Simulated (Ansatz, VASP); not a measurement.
Given: the input of a run of VASP 6.6.1 on Sn.

INCAR

```
  ALGO = Normal
  EDIFF = 1E-6
  ENCUT = 520
  GGA = PS
  ISIF = 2
  ISMEAR = -1
  LASPH = T
  LCHARG = F
  LREAL = F
  LWAVE = F
  NBANDS = 13
  NELM = 100
  PREC = Accurate
  SIGMA = 0.05
```

File KPOINTS:

```
k-points
0
Gamma
  10 10 10
```

The input POSCAR:

```
Sn
1.0
   -2.0689875426      2.0689875426      1.6933321804
    2.0689875426     -2.0689875426      1.6933321804
    2.0689875426      2.0689875426     -1.6933321804
Sn
1
Direct
    0.0000000000      0.0000000000      0.0000000000
```

Potentials or basis: VASP PAW PBE potentials, release 64 (Sn_d).

Run with:

```console
$ cat potpaw_PBE.64/Sn_d/POTCAR > POTCAR
$ mpirun -np 1 vasp_std > vasp.out
```

**Question.** Translate it to Ansatz 0.2.0. Potentials there: all-electron LAPW, scalar-relativistic.

**Answer.** As run (the cutoff follows the program's own potentials):

input.yaml

```yaml
crystal:
  lattice:
    - [-2.0689875426, 2.0689875426, 1.6933321804]
    - [2.0689875426, -2.0689875426, 1.6933321804]
    - [2.0689875426, 2.0689875426, -1.6933321804]
  atoms:
    - { symbol: Sn, position: [0.0, 0.0, 0.0] }
kpoints:
  mp_grid: { grid: [10, 10, 10] }
scf:
  occupations: { method: fermi_dirac, width: 0.05 }
hamiltonian:
  xc: pbesol
  pseudopotentials: { kind: all_electron, lapw: { basis_error: 0.0005 } }
output:
  forces: true
  stress: true
  eigenvalues: true
```

Potentials or basis: all-electron LAPW, scalar-relativistic.

Command:

```bash
$ ansatz run input.yaml --threads 1 --pin off --max-ram 3072MiB --backend cpu --events-out ev --progress --plain --runs-dir out
```

Both were run:

|  | VASP | Ansatz | Ansatz less VASP |
| --- | --- | --- | --- |
| gap on the k mesh at the Fermi level (eV) | none | none | - |
| pressure (GPa) | -4.2 | -4.2 | +0.04 |
| traceless stress, the component that is largest in VASP (GPa) | 0.20 | 0.20 | +0.002 |

VASP's potentials were made for PBE, not for PBEsol. A gap of «none» marks a metal or a gap that the smearing closes. Ansatz ran all-electron here, and VASP with PAW potentials.
